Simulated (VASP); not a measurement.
Here is a VASP 6.6.1 calculation.

File INCAR:

```
PREC     = Accurate       # precision mode
ENCUT    = 520            # plane-wave cutoff, eV
EDIFF    = 1E-7           # SCF threshold, eV
ISMEAR   = 0              # smearing method
SIGMA    = 0.1            # smearing width, eV
LREAL    = False          # projectors in reciprocal space
LASPH    = True           # aspherical terms in the spheres
NELM     = 80             # most SCF steps
ALGO     = Normal         # electronic algorithm
ISIF     = 2              # what is computed and relaxed
LWAVE    = False          # write WAVECAR
LCHARG   = False          # write CHGCAR
LDIPOL   = True         
IDIPOL   = 3            
DIPOL    = 0.5 0.5 0.289
GGA      = PE             # functional
NBANDS   = 25             # bands
```

KPOINTS

```
Automatic mesh
0
Gamma
  10 10 1
```

POSCAR

```
Ti
1.0
    2.8192036097      0.0000000000      0.0000000000
   -0.9397345366      2.6579706532      0.0000000000
    0.0000000000      0.0000000000     21.3263781265
Ti
3
Direct
    0.5000000000      0.5000000000      0.1875611497
    0.0000000000      0.0000000000      0.2892850622
    0.5000000000      0.5000000000      0.3904262635
```

Potentials or basis: VASP PAW PBE potentials, release 64 (Ti_sv).

Run with:

```bash
$ cat potpaw_PBE.64/Ti_sv/POTCAR > POTCAR
$ mpirun -np 1 vasp_std > vasp.out
```

(1) Predict the band gap on the k mesh.

(2) What does it give for the largest force?

Results:

(1) zero (bands 18 and 19 overlap by 0.66 eV).

(2) 0.027 eV/Å.
